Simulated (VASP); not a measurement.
Li2GeAs2, 5 atoms in the cell. Symmetry: P6/mmm, No. 191, hexagonal system. Conventional cell: a = 4.666 Å, b = 4.666 Å, c = 7.503 Å, α = 90.00°, β = 90.00°, γ = 120.00°. Li (site symmetry -6m2) has 3 Ge at 2.69 Å and 3 Li at 2.69 Å within 3.6 Å. Ge (site symmetry 6/mmm) has 2 As at 2.67 Å and 6 Li at 2.69 Å within 3.5 Å. Within 2.9 Å of As (site symmetry 6mm) lie 1 As at 2.17 Å and 1 Ge at 2.67 Å. The cell was generated, and may not be a known phase.

```yaml
Program: VASP 6.6.1
Task: relaxation of cell and atoms
Functional: PBE
Potentials_or_basis: VASP PAW PBE potentials, release 64 (Li_sv, Ge_d, As)
Cutoff: 600 eV
k_mesh: 9 × 9 × 6
Occupations: gaussian, width 0.1 eV
Spin: no spin polarisation
Dipole_correction: no
Further_INCAR_settings: ALGO = Normal; EDIFF = 1e-06; IBRION = 2; EDIFFG = -0.01; NSW = 100; ISIF = 3
```

Potentials or basis: VASP PAW PBE potentials, release 64 (Li_sv, Ge_d, As).

Launch:

```console
$ cat potpaw_PBE.64/Li_sv/POTCAR potpaw_PBE.64/Ge_d/POTCAR potpaw_PBE.64/As/POTCAR > POTCAR
$ mpirun -np 1 vasp_std > vasp.out
```

Hardware: 1 thread of Intel(R) Xeon(R) 6975P-C (Granite Rapids) (shared host).

**Question.** Estimate the wall time of this run.

**Answer.** Wall time 7 min on 1 thread of Intel(R) Xeon(R) 6975P-C (Granite Rapids), with other jobs on the host, peak memory 0.43 GiB. Counts: scf iterations 72, k points 48, ion steps 11.
